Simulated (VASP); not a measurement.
Wanted: the native input for a VASP 6.6.1 run.

| Quantity | Value |
| --- | --- |
| Task | single point |
| Functional | r2SCAN |
| Potentials or basis | VASP PAW PBE potentials, release 64 (K_sv, Cl) |
| Cutoff | 520 eV |
| k mesh | 6 × 6 × 6 |
| Occupations | gaussian, width 0.01 eV |
| Spin | no spin polarisation |
| Dipole correction | no |
| Further INCAR settings | ALGO = Normal; EDIFF = 1e-06; NBANDS = 15 |

KCl:

```
K Cl
1.0
     0.00000    3.70615    3.02147
     3.70615    0.00000    3.02147
     3.70615    3.70615    0.00000
K Cl
1 1
Direct
  0.00000 0.00000 0.00000
  0.25000 0.25000 0.25000
```

This cell differs from its parent crystal: epitaxial xy strain +5.7%.

One way to write it, as run:

POSCAR

```
KCl
1.0
    0.0000000000      3.7061457669      3.0214740150
    3.7061457669      0.0000000000      3.0214740150
    3.7061457669      3.7061457669      0.0000000000
K Cl
1 1
Direct
    0.0000000000      0.0000000000      0.0000000000
    0.2500000000      0.2500000000      0.2500000000
```

INCAR.step1

```
SYSTEM = KCl
PREC = Accurate ; ENCUT = 520
ISMEAR = 0 ; SIGMA = 0.01
LREAL = .FALSE. ; LASPH = .TRUE.
NELM = 60 ; NBANDS = 15
GGA = PE ; ALGO = Normal
EDIFF = 1E-4 ; LWAVE = .TRUE.
LCHARG = .FALSE.
```

INCAR.step2

```
SYSTEM = KCl
PREC = Accurate ; ENCUT = 520
EDIFF = 1E-6 ; ISMEAR = 0
SIGMA = 0.01 ; LREAL = .FALSE.
LASPH = .TRUE. ; NELM = 60
ALGO = Normal ; ISIF = 2
LWAVE = .FALSE. ; LCHARG = .FALSE.
METAGGA = R2SCAN ; LMIXTAU = .TRUE.
NBANDS = 15 ; ISTART = 1
```

KPOINTS

```
regular mesh
0
G
  6 6 6
  0 0 0
```

Potentials or basis: VASP PAW PBE potentials, release 64 (K_sv, Cl).

Launch:

```sh
$ cat potpaw_PBE.64/K_sv/POTCAR potpaw_PBE.64/Cl/POTCAR > POTCAR
$ cp INCAR.step1 INCAR
$ mpirun -np 1 vasp_std > vasp.out
$ cp INCAR.step2 INCAR
$ mpirun -np 1 vasp_std > vasp.out
```

It gave:

```
Pressure               : 0.1 GPa
Band gap on the k mesh : 5.31 eV, indirect (least direct gap 5.37 eV)
```

Caveat: the cell differs from its parent crystal (epitaxial xy strain +5.7%); the PAW data sets were made with another functional, which shifts forces and pressure a little.

Wall time 73 s on 1 thread of Intel(R) Xeon(R) 6975P-C (Granite Rapids) (shared host), peak memory 0.24 GiB.
